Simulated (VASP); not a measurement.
**CdTe: single point with PBEsol**

The system is CdTe.

```
Cd Te
1.0
     3.12541   -3.15530    0.00000
     3.12541    3.15530    0.00000
     0.00000    0.00000    6.21011
Cd Te
2 2
Direct
  0.27703 0.72297 0.75000
  0.72297 0.27703 0.25000
  0.76614 0.23386 0.75000
  0.23386 0.76614 0.25000
```

* Program: VASP 6.6.1
* Task: single point
* Functional: PBEsol
* Potentials or basis: VASP PAW PBE potentials, release 64 (Cd, Te)
* Cutoff: 520 eV
* k mesh: 9 × 9 × 6
* Occupations: fermi-dirac, width 0.05 eV
* Spin: no spin polarisation

```yaml
Pressure: -5.0 GPa
Largest_force: 0.103 eV/Å
Band_gap_on_the_k_mesh: zero (bands 18 and 19 overlap by 1.16 eV)
```

Forces on the atoms (eV/Å):
```
Cd   0.000  0.008  0.000
Cd   0.000 -0.008  0.000
Te   0.000  0.103  0.000
Te   0.000 -0.103  0.000
```

Stress tensor (GPa, compression positive):
```
-5.12  0.00  0.00
 0.00 -5.08  0.00
 0.00  0.00 -4.88
```

Levels at points of the mesh, in eV from the Fermi level:
| k point | band 15 | band 16 | band 17 | band 18 | band 19 | band 20 | band 21 | band 22 |
| --- | --- | --- | --- | --- | --- | --- | --- | --- |
| (0.00, 0.00, 0.00) | -1.81 | -1.27 | -0.38 | -0.35 | -0.29 | -0.03 | 4.31 | 6.87 |
| (0.00, 0.00, 0.50) | -1.16 | -1.16 | -1.11 | -1.11 | 1.54 | 1.54 | 5.10 | 5.10 |

Wall time 5.7 min on 1 thread of Intel Xeon 8259CL, on a shared host, peak memory 0.44 GiB.

Caveat: the cell stands under tension; the PAW data sets were made with another functional, which shifts forces and pressure a little; spin-orbit coupling is left out, which moves the levels of the heavy elements.
